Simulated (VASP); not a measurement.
SnO2, 6 atoms in the cell. The structure is orthorhombic, space group Pnnm (No. 58). Conventional cell: a = 4.112 Å, b = 4.639 Å, c = 3.134 Å, α = 90.00°, β = 90.00°, γ = 90.00°. Within 2.6 Å of Sn (site symmetry 2/m) lie 6 O at 1.93 to 1.99 Å. O (site symmetry m) has 3 Sn at 1.93 to 1.99 Å and 2 O at 2.44 to 2.54 Å within 2.6 Å. 

```yaml
Program: VASP 6.6.1
Task: single point
Functional: LDA
Potentials_or_basis: VASP PAW LDA potentials, release 64 (Sn_d, O)
Cutoff: 520 eV
k_mesh: 6 × 6 × 10
Occupations: gaussian, width 0.05 eV
Spin: no spin polarisation
Dipole_correction: no
Further_INCAR_settings: ALGO = Normal; EDIFF = 1e-06; NBANDS = 35
```

Potentials or basis: VASP PAW LDA potentials, release 64 (Sn_d, O).

Command:

```sh
$ cat potpaw_LDA.64/Sn_d/POTCAR potpaw_LDA.64/O/POTCAR > POTCAR
$ mpirun -np 1 vasp_std > vasp.out
```

Hardware: 1 thread of Intel Xeon 6975P-C (shared host).

Q: Estimate the wall time of this run.

A: Run time: 2.3 min on 1 thread of Intel Xeon 6975P-C, on a shared host, peak memory 0.26 GiB. Counts: scf iterations 13, k points 96.
